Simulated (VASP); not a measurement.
# PbO2 (P4_2/mnm) in VASP: notebook

PbO2 is run at these levels: LDA, PBEsol, r2SCAN; tasks: single point.

All numbers are computed with VASP 6.6.1; they aren't measurements. Logs are shortened: lines on timing, memory, paths and dates and some standing lists are left out, and cuts for length are marked.

## (1) The cell of the first run

Symmetry: P4_2/mnm, No. 136, tetragonal system. The conventional cell has a = 4.935 Å, b = 4.935 Å, c = 3.392 Å, α = 90.00°, β = 90.00°, γ = 90.00°. Pb (site symmetry mmm) has 6 O at 2.15 to 2.16 Å within 2.8 Å. Within 2.8 Å of O (site symmetry m2m) lie 3 Pb at 2.15 to 2.16 Å and 1 O at 2.69 Å.

## (2) Single point, LDA

Input file INCAR:

```
SYSTEM = PbO2
  ALGO = Normal
  EDIFF = 1E-7
  ENCUT = 520
  ISIF = 2
  ISMEAR = -1
  LASPH = .True.
  LCHARG = .False.
  LREAL = .False.
  LWAVE = .False.
  NBANDS = 35
  NELM = 60
  PREC = Accurate
  SIGMA = 0.02
```

Input file KPOINTS:

```
k-points
0
Gamma
  4 4 6
  0 0 0
```

Input file POSCAR:

```
PbO2
1.0
    4.9354098205      0.0000000000      0.0000000000
    0.0000000000      4.9354098205      0.0000000000
    0.0000000000      0.0000000000      3.3917291472
Pb O
2 4
Direct
    0.0000000000      0.0000000000      0.0000000000
    0.5000000000      0.5000000000      0.5000000000
    0.3073604420      0.3073604420      0.0000000000
    0.1926395580      0.8073604420      0.5000000000
    0.6926395580      0.6926395580      0.0000000000
    0.8073604420      0.1926395580      0.5000000000
```

Potentials or basis: VASP PAW LDA potentials, release 64 (Pb_d, O).

Launch:

```console
$ cat potpaw_LDA.64/Pb_d/POTCAR potpaw_LDA.64/O/POTCAR > POTCAR
$ mpirun -np 1 vasp_std > vasp.out
```

OUTCAR:

```text
SYSTEM = PbO2
   EDIFF = 1E-7
   ENCUT = 520
   ISIF = 2
   ISMEAR = -1
   LASPH = .True.
   LREAL = .False.
   NELM = 60
   PREC = Accurate

 ion  position               nearest neighbor table
   1  0.000  0.000  0.000-   3 2.15   5 2.15   4 2.16   6 2.16   4 2.16   6 2.16   2 3.88   2 3.88
                             2 3.88   2 3.88   2 3.88   2 3.88   2 3.88   2 3.88
   2  0.500  0.500  0.500-   4 2.15   6 2.15   5 2.16   3 2.16   3 2.16   5 2.16   1 3.88   1 3.88
                             1 3.88   1 3.88   1 3.88   1 3.88   1 3.88   1 3.88
   3  0.307  0.307  0.000-   1 2.15   2 2.16   2 2.16
   4  0.193  0.807  0.500-   2 2.15   1 2.16   1 2.16
   5  0.693  0.693  0.000-   1 2.15   2 2.16   2 2.16
   6  0.807  0.193  0.500-   2 2.15   1 2.16   1 2.16

  LATTYP: Found a simple tetragonal cell.
 ALAT       =     4.9354098205
 C/A-ratio  =     0.6872234061

  Lattice vectors:

 A1 = (   4.9354098205,   0.0000000000,   0.0000000000)
 A2 = (   0.0000000000,   4.9354098205,   0.0000000000)
 A3 = (   0.0000000000,   0.0000000000,   3.3917291472)

Analysis of symmetry for initial positions (statically):
=====================================================================
 Subroutine PRICEL returns:
 Original cell was already a primitive cell.

 Routine SETGRP: Setting up the symmetry group for a
 simple tetragonal supercell.

 Subroutine GETGRP returns: Found 16 space group operations
 (whereof  8 operations were pure point group operations)
 out of a pool of 16 trial point group operations.

The static configuration has the point symmetry D_2h.
 The point group associated with its full space group is D_4h.

Analysis of symmetry for dynamics (positions and initial velocities):
=====================================================================
 Subroutine PRICEL returns:
 Original cell was already a primitive cell.

 Routine SETGRP: Setting up the symmetry group for a
 simple tetragonal supercell.

 Subroutine GETGRP returns: Found 16 space group operations
 (whereof  8 operations were pure point group operations)
 out of a pool of 16 trial point group operations.

The dynamic configuration has the point symmetry D_2h.
 The point group associated with its full space group is D_4h.

 Subroutine INISYM returns: Found 16 space group operations
 (whereof  8 operations are pure point group operations),
 and found     1 'primitive' translations

----------------------------------------------------------------------------------------

                                     Primitive cell

  volume of cell :      82.6167

  direct lattice vectors                    reciprocal lattice vectors
     4.935409821  0.000000000  0.000000000     0.202617419  0.000000000  0.000000000
     0.000000000  4.935409821  0.000000000     0.000000000  0.202617419  0.000000000
     0.000000000  0.000000000  3.391729147     0.000000000  0.000000000  0.294834863

  length of vectors
     4.935409821  4.935409821  3.391729147     0.202617419  0.202617419  0.294834863

  position of ions in fractional coordinates (direct lattice)
     0.000000000  0.000000000  0.000000000
     0.500000000  0.500000000  0.500000000
     0.307360442  0.307360442  0.000000000
     0.192639558  0.807360442  0.500000000
     0.692639558  0.692639558  0.000000000
     0.807360442  0.192639558  0.500000000

  ion indices of the primitive-cell ions
   primitive index   ion index
                 1           1
                 2           2
                 3           3
                 4           4
                 5           5
                 6           6

----------------------------------------------------------------------------------------

 KPOINTS: k-points

Automatic generation of k-mesh.
 Grid dimensions read from file:
 generate k-points for:    4    4    6

 Generating k-lattice:

  Cartesian coordinates                     Fractional coordinates (reciprocal lattice)
     0.050654355  0.000000000  0.000000000     0.250000000  0.000000000  0.000000000
     0.000000000  0.050654355  0.000000000     0.000000000  0.250000000  0.000000000
     0.000000000  0.000000000  0.049139144     0.000000000  0.000000000  0.166666667

  Length of vectors
     0.050654355  0.050654355  0.049139144

  Shift w.r.t. Gamma in fractional coordinates (k-lattice)
     0.000000000  0.000000000  0.000000000

 Subroutine IBZKPT returns following result:
 ===========================================

 Found     24 irreducible k-points:

 Following reciprocal coordinates:
            Coordinates               Weight
  0.000000  0.000000  0.000000      1.000000
  0.250000  0.000000  0.000000      4.000000
  0.500000  0.000000  0.000000      2.000000
  0.250000  0.250000  0.000000      4.000000
  0.500000  0.250000  0.000000      4.000000
  0.500000  0.500000  0.000000      1.000000
[... 16 lines left out ...]
  0.500000  0.250000  0.500000      4.000000
  0.500000  0.500000  0.500000      1.000000
[... 54 lines left out ...]
   NGX = 19   NGY = 19   NGZ = 13

 number of electron      52.0000009 magnetization

 Free energy of the ion-electron system (eV)
  ---------------------------------------------------
  ext. energy  EPLUGINS =         0.00000000
  ---------------------------------------------------
  free energy    TOTEN  =       -36.65883505 eV

  energy without entropy =      -36.65876563  energy(sigma->0) =      -36.65880034

 E-fermi :   4.2302     XC(G=0): -11.3082

 val. band max:        4.1242838578   @ k =   0.0000   0.0000   0.1667
 cond. band min:       4.3159741772   @ k =   0.0000   0.0000   0.0000
 fundamental gap:      0.1916903195
 Fermi energy:         4.2302083928

 k-point     1 :       0.0000    0.0000    0.0000
  band No.  band energies     occupation
      1     -14.0077      2.00000
      2     -13.8844      2.00000
      3     -12.0401      2.00000
      4     -12.0401      2.00000
      5     -11.3130      2.00000
      6     -11.0771      2.00000
[... 27 lines left out ...]
     34      15.3685      0.00000
     35      15.9321      0.00000

 k-point     2 :       0.2500    0.0000    0.0000
  band No.  band energies     occupation
      1     -13.8372      2.00000
      2     -13.7764      2.00000
      3     -12.5873      2.00000
      4     -12.4138      2.00000
      5     -11.0374      2.00000
      6     -11.0369      2.00000
[... 27 lines left out ...]
     34      15.9392      0.00000
     35      15.9404      0.00000

 k-point     3 :       0.5000    0.0000    0.0000
  band No.  band energies     occupation
      1     -13.5803      2.00000
      2     -13.5803      2.00000
      3     -12.9208      2.00000
      4     -12.9208      2.00000
      5     -11.0278      2.00000
      6     -11.0278      2.00000
[... 27 lines left out ...]
     34      15.9275      0.00000
     35      16.2216      0.00000

 k-point     4 :       0.2500    0.2500    0.0000
  band No.  band energies     occupation
      1     -13.9170      2.00000
      2     -13.5815      2.00000
      3     -12.9322      2.00000
      4     -12.0870      2.00000
      5     -11.1031      2.00000
      6     -11.0489      2.00000
[... 27 lines left out ...]
     34      15.6136      0.00000
     35      15.9133      0.00000

 k-point     5 :       0.5000    0.2500    0.0000
  band No.  band energies     occupation
      1     -13.7729      2.00000
      2     -13.7729      2.00000
      3     -12.5311      2.00000
      4     -12.5311      2.00000
      5     -11.0403      2.00000
      6     -11.0403      2.00000
[... 638 lines left out ...]
 k-point    22 :       0.2500    0.2500    0.5000
  band No.  band energies     occupation
      1     -13.7502      2.00000
      2     -13.4227      2.00000
      3     -13.1100      2.00000
      4     -12.4058      2.00000
      5     -11.0637      2.00000
      6     -10.8748      2.00000
[... 27 lines left out ...]
     34      15.2310      0.00000
     35      16.2015      0.00000

 k-point    23 :       0.5000    0.2500    0.5000
  band No.  band energies     occupation
      1     -13.6429      2.00000
      2     -13.6429      2.00000
      3     -12.7362      2.00000
      4     -12.7362      2.00000
      5     -10.8666      2.00000
      6     -10.8666      2.00000
[... 27 lines left out ...]
     34      14.7248      0.00000
     35      16.7485      0.00000

 k-point    24 :       0.5000    0.5000    0.5000
  band No.  band energies     occupation
      1     -13.4423      2.00000
      2     -13.4423      2.00000
      3     -13.0932      2.00000
      4     -13.0932      2.00000
      5     -10.8380      2.00000
      6     -10.8380      2.00000
[... 27 lines left out ...]
     34      14.0786      0.00000
     35      17.4016      0.00000

------------------------ aborting loop because EDIFF is reached ----------------------------------------

  FORCE on cell =-STRESS in cart. coord.  units (eV):
  Direction    XX          YY          ZZ          XY          YZ          ZX
  --------------------------------------------------------------------------------------
  -------------------------------------------------------------------------------------
  Total        0.1919282      0.1919282      0.3232769      0.0000000      0.0000000      0.0000000
  in kB        3.7220458      3.7220458      6.2692788      0.0000000      0.0000000      0.0000000
  external PRESSURE =       4.5711235 kB  Pullay stress =       0.0000000 kB

 VOLUME and BASIS-vectors are now :
 -----------------------------------------------------------------------------
  energy-cutoff  :      520.00
  volume of cell :       82.62
      direct lattice vectors                 reciprocal lattice vectors
     4.935409821  0.000000000  0.000000000     0.202617419  0.000000000  0.000000000
     0.000000000  4.935409821  0.000000000     0.000000000  0.202617419  0.000000000
     0.000000000  0.000000000  3.391729147     0.000000000  0.000000000  0.294834863

 POSITION                                       TOTAL-FORCE (eV/Angst)
 -----------------------------------------------------------------------------------
      0.00000      0.00000      0.00000         0.000000      0.000000      0.000000
      2.46770      2.46770      1.69586         0.000000      0.000000      0.000000
      1.51695      1.51695      0.00000        -0.008256     -0.008256     -0.000000
      0.95076      3.98465      1.69586         0.008256     -0.008256      0.000000
      3.41846      3.41846      0.00000         0.008256      0.008256      0.000000
      3.98465      0.95076      1.69586        -0.008256      0.008256      0.000000
 -----------------------------------------------------------------------------------
    total drift:                                0.000000      0.000000     -0.000000

  FREE ENERGIE OF THE ION-ELECTRON SYSTEM (eV)
  ---------------------------------------------------
  free  energy   TOTEN  =       -36.6588350547 eV

  energy  without entropy=      -36.6587656274  energy(sigma->0) =      -36.65880034
```

Run time: 40 s. Hardware: 1 thread of Intel Xeon 6975P-C (Granite Rapids), shared host; peak memory 0.2 GiB.

What came out:

| Item | Value |
| --- | --- |
| Free energy | -36.6588 eV |
| Pressure | 0.5 GPa |
| Largest force | 0.012 eV/Å |
| Band gap on the k mesh | 0.19 eV (least direct gap 0.69 eV) |

Forces on the atoms (eV/Å):
```
Pb   0.000  0.000  0.000
Pb   0.000  0.000  0.000
O   -0.008 -0.008  0.000
O    0.008 -0.008  0.000
O    0.008  0.008  0.000
O   -0.008  0.008  0.000
```

Stress tensor (GPa, compression positive):
```
0.37 0.00 0.00
0.00 0.37 0.00
0.00 0.00 0.63
```

Caveat: spin-orbit coupling is left out, which moves the levels of the heavy elements. A k mesh can miss the band edges.

## (3) Single point, PBEsol

This run uses another cell than the first one, of 14.20 Å³/atom.

Input file INCAR:

```
PREC = Accurate ; ENCUT = 520
EDIFF = 1E-6 ; ISMEAR = -1
SIGMA = 0.02 ; LREAL = F
LASPH = T ; NELM = 100
ALGO = Normal ; ISIF = 2
LWAVE = F ; LCHARG = F
GGA = PS ; NBANDS = 35
```

Input file KPOINTS:

```
regular mesh
0
Gamma
  4 4 6
```

Input file POSCAR:

```
PbO2
1.0
    4.9965258494      0.0000000000      0.0000000000
    0.0000000000      4.9965258494      0.0000000000
    0.0000000000      0.0000000000      3.4115694947
Pb O
2 4
Direct
    0.0000000000      0.0000000000      0.0000000000
    0.5000000000      0.5000000000      0.5000000000
    0.3076142775      0.3076142775      0.0000000000
    0.1923857225      0.8076142775      0.5000000000
    0.6923857225      0.6923857225      0.0000000000
    0.8076142775      0.1923857225      0.5000000000
```

Potentials or basis: VASP PAW PBE potentials, release 64 (Pb_d, O).

Launch:

```console
$ cat potpaw_PBE.64/Pb_d/POTCAR potpaw_PBE.64/O/POTCAR > POTCAR
$ mpirun -np 1 vasp_std > vasp.out
```

Wall time 36 s (1 thread of Intel Xeon 6975P-C (Granite Rapids), shared host); peak memory 0.22 GiB.

It converged, with:

```
Free energy            : -34.0737 eV
Pressure               : 0.2 GPa
Largest force          : 0.009 eV/Å
Band gap on the k mesh : 0.18 eV (least direct gap 0.69 eV)
```

Forces in eV/Å, atoms in the order of the input:
```
Pb   0.000  0.000  0.000
Pb   0.000  0.000  0.000
O   -0.006 -0.006  0.000
O    0.006 -0.006  0.000
O    0.006  0.006  0.000
O   -0.006  0.006  0.000
```

Stress tensor (GPa, compression positive):
```
0.16 0.00 0.00
0.00 0.16 0.00
0.00 0.00 0.34
```

Levels at points of the mesh, in eV from the valence-band top:
```
           k point  band 23  band 24  band 25  band 26  band 27  band 28  band 29  band 30
(0.00, 0.00, 0.00)    -0.53    -0.53    -0.51    -0.51     0.18     4.24     5.81     5.81
(0.50, 0.00, 0.00)    -0.57    -0.57    -0.29    -0.29     2.44     2.44     6.42     6.42
(0.50, 0.50, 0.00)    -0.58    -0.58    -0.39    -0.39     2.84     2.84     6.71     6.71
(0.00, 0.00, 0.50)    -1.03    -1.03    -0.70    -0.70     3.77     3.77     8.82     8.82
(0.50, 0.00, 0.50)    -0.69    -0.69    -0.13    -0.13     4.08     4.08     7.26     7.26
(0.50, 0.50, 0.50)    -0.58    -0.58    -0.43    -0.43     2.84     2.84     8.25     8.25
```

Caveat: the PAW data sets were made with another functional, which shifts forces and pressure a little; spin-orbit coupling is left out, which moves the levels of the heavy elements. A k mesh can miss the band edges.

## (4) Single point, r2SCAN

This run uses another cell than the first one, of 14.10 Å³/atom.

Input file POSCAR:

```
PbO2
1.0
    4.9827449538      0.0000000000      0.0000000000
    0.0000000000      4.9827449538      0.0000000000
    0.0000000000      0.0000000000      3.4080399185
Pb O
2 4
Direct
    0.0000000000      0.0000000000      0.0000000000
    0.5000000000      0.5000000000      0.5000000000
    0.3072243904      0.3072243904      0.0000000000
    0.1927756096      0.8072243904      0.5000000000
    0.6927756096      0.6927756096      0.0000000000
    0.8072243904      0.1927756096      0.5000000000
```

Input file INCAR.step1:

```
SYSTEM = PbO2
PREC = Accurate ; ENCUT = 520
ISMEAR = -1 ; SIGMA = 0.02
LREAL = .False. ; LASPH = .True.
NELM = 80 ; NBANDS = 35
GGA = PE ; ALGO = Normal
EDIFF = 1E-4 ; LWAVE = .True.
LCHARG = .False.
```

Input file INCAR.step2:

```
SYSTEM = PbO2
PREC = Accurate ; ENCUT = 520
EDIFF = 1E-6 ; ISMEAR = -1
SIGMA = 0.02 ; LREAL = .False.
LASPH = .True. ; NELM = 80
ALGO = Normal ; ISIF = 2
LWAVE = .False. ; LCHARG = .False.
METAGGA = R2SCAN ; LMIXTAU = .True.
NBANDS = 35 ; ISTART = 1
```

Input file KPOINTS:

```
Automatic mesh
0
Gamma
  4 4 6
  0 0 0
```

Launch:

```console
$ cat potpaw_PBE.64/Pb_d/POTCAR potpaw_PBE.64/O/POTCAR > POTCAR
$ cp INCAR.step1 INCAR
$ mpirun -np 1 vasp_std > vasp.out
$ cp INCAR.step2 INCAR
$ mpirun -np 1 vasp_std > vasp.out
```

It took 2.2 min on 1 thread of Intel Xeon 6975P-C (Granite Rapids), shared host; peak memory 0.23 GiB.

The run converged. Its results:

- Free energy: -142.2668 eV
- Pressure: 0.9 GPa
- Largest force: 0.018 eV/Å
- Band gap on the k mesh: 0.18 eV (least direct gap 0.54 eV)

Forces in eV/Å, atoms in the order of the input:
```
Pb   0.000  0.000  0.000
Pb   0.000  0.000  0.000
O   -0.013 -0.013  0.000
O    0.013 -0.013  0.000
O    0.013  0.013  0.000
O   -0.013  0.013  0.000
```

Stress tensor (GPa, compression positive):
```
0.80 0.00 0.00
0.00 0.80 0.00
0.00 0.00 1.18
```

Levels at points of the mesh, in eV from the valence-band top:
```tsv
k point	band 22	band 23	band 24	band 25	band 26	band 27	band 28	band 29	band 30	band 31
(0.00, 0.00, 0.00)	-0.48	-0.48	-0.42	-0.42	-0.36	0.18	4.92	6.69	6.69	10.40
(0.50, 0.00, 0.00)	-1.20	-0.46	-0.46	-0.26	-0.26	3.00	3.00	7.28	7.28	10.81
(0.50, 0.50, 0.00)	-1.45	-0.47	-0.47	-0.40	-0.40	3.42	3.42	7.55	7.55	11.17
(0.00, 0.00, 0.50)	-1.82	-1.04	-1.04	-0.70	-0.70	4.41	4.41	9.81	9.81	10.64
(0.50, 0.00, 0.50)	-0.97	-0.69	-0.69	0.00	0.00	4.72	4.72	8.25	8.25	10.94
(0.50, 0.50, 0.50)	-1.63	-0.57	-0.57	-0.44	-0.44	3.46	3.46	9.20	9.20	10.82
```

Caveat: the PAW data sets were made with another functional, which shifts forces and pressure a little; spin-orbit coupling is left out, which moves the levels of the heavy elements.

## (5) The runs side by side

| level | potentials or basis | cell | gap on the mesh (eV) | pressure (GPa) | largest force (eV/Å) |
| --- | --- | --- | --- | --- | --- |
| LDA | VASP PAW LDA potentials, release 64 (Pb_d, O) | a = 4.935, b = 4.935, c = 3.392 Å, 6 atoms | 0.19 | 0.5 | 0.01 |
| PBEsol | VASP PAW PBE potentials, release 64 (Pb_d, O) | a = 4.997, b = 4.997, c = 3.412 Å, 6 atoms | 0.18 | 0.2 | 0.01 |
| r2SCAN | VASP PAW PBE potentials, release 64 (Pb_d, O) | a = 4.983, b = 4.983, c = 3.408 Å, 6 atoms | 0.18 | 0.9 | 0.02 |

Alike in all rows: task single point; no spin polarisation; k mesh 4 × 4 × 6; cutoff (eV) 520; smearing fermi-dirac 0.02 eV.

Caveats: spin-orbit coupling is left out, which moves the levels of the heavy elements; the PAW data sets were made with another functional, which shifts forces and pressure a little (at least some runs).

Absolute energies hang on the potentials; compare differences alone.
